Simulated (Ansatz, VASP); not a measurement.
## Mg2Si in VASP and in Ansatz

POSCAR

```
Mg2Si
1.0
    0.0000000000      3.1649540000      3.1649540000
    3.1649540000      0.0000000000      3.1649540000
    3.1649540000      3.1649540000      0.0000000000
Mg Si
2 1
Direct
    0.2500000000      0.2500000000      0.2500000000
    0.7500000000      0.7500000000      0.7500000000
    0.0000000000      0.0000000000      0.0000000000
```

File INCAR.step1:

```
PREC     = Accurate       # precision mode
ENCUT    = 660            # plane-wave cutoff, eV
ISMEAR   = -1             # smearing method
SIGMA    = 0.1            # smearing width, eV
LREAL    = False          # projectors in reciprocal space
LASPH    = True           # aspherical terms in the spheres
NELM     = 120            # most SCF steps
NBANDS   = 11             # bands
GGA      = PE             # functional
ALGO     = Normal         # electronic algorithm
EDIFF    = 1E-5           # SCF threshold, eV
LWAVE    = True           # write WAVECAR
LCHARG   = False          # write CHGCAR
GGA_COMPAT= False
```

File INCAR.step2:

```
PREC     = Accurate       # precision mode
ENCUT    = 660            # plane-wave cutoff, eV
EDIFF    = 1E-6           # SCF threshold, eV
ISMEAR   = -1             # smearing method
SIGMA    = 0.1            # smearing width, eV
LREAL    = False          # projectors in reciprocal space
LASPH    = True           # aspherical terms in the spheres
NELM     = 120            # most SCF steps
ALGO     = Normal         # electronic algorithm
ISIF     = 2              # what is computed and relaxed
LWAVE    = False          # write WAVECAR
LCHARG   = False          # write CHGCAR
METAGGA  = R2SCAN         # meta-GGA
LMIXTAU  = True         
NBANDS   = 11             # bands
ISTART   = 1            
GGA_COMPAT= False
```

KPOINTS

```
Automatic mesh
0
Gamma
  9 9 9
```

Input for Ansatz:

```yaml
crystal:
  lattice:
    - [0.0, 3.164954, 3.164954]
    - [3.164954, 0.0, 3.164954]
    - [3.164954, 3.164954, 0.0]
  atoms:
    - { symbol: Mg, position: [0.25, 0.25, 0.25] }
    - { symbol: Mg, position: [0.75, 0.75, 0.75] }
    - { symbol: Si, position: [0.0, 0.0, 0.0] }
  symmetry: { tolerance: 0.0003 }
kpoints:
  mp_grid: { grid: [9, 9, 9], shift: [0, 0, 0] }
  band_path:
    path:
      - [0.0, 0.0, 0.0]
      - [0.5, 0.0, 0.5]
      - [0.625, 0.25, 0.625]
      - [0.375, 0.375, 0.75]
      - [0.0, 0.0, 0.0]
      - [0.5, 0.5, 0.5]
      - [0.5, 0.25, 0.75]
      - [0.5, 0.0, 0.5]
    npoints: 8
magnetization:
  spin_polarized: false
scf:
  occupations: { method: fermi_dirac }
  lower_state_search: "off"
  max_iter: 200
hamiltonian:
  pseudopotentials: { kind: paw }
  xc: r2scan
basis:
  ecutwfc: 500
  fft_grid_basis: typed
output:
  forces: true
  stress: true
  eigenvalues: true
  bader: true
  populations: true
  elf: true
  write_potential: true
  volumetric_format: npy
  dos:
    e_range: [-12, 8]
    de: 0.05
    projected: { site_lists: { Mg: [Mg], Si: [Si] } }
checkpoint:
  read: saved_state
```

Alike in both runs: task single point; functional r2SCAN; k mesh 9 × 9 × 9; no spin polarisation.

|  | VASP | Ansatz |
| --- | --- | --- |
| version | VASP 6.6.1 | Ansatz 0.2.0 |
| potentials or method | VASP PAW PBE potentials, release 64 (Mg, Si), cutoff 660 eV | PAW plane waves |
| occupations | fermi-dirac, width 0.1 eV | fermi-dirac |
| valence electrons in the cell | 8 | 24 |

```tsv
	VASP	Ansatz	Ansatz less VASP
pressure (GPa)	-0.1	0.2	+0.29
```

VASP's potentials were made for PBE, not for r2SCAN. VASP's potentials hold 8 valence electrons a cell and Ansatz's 24, so a difference there can come from the potentials and not from the codes.
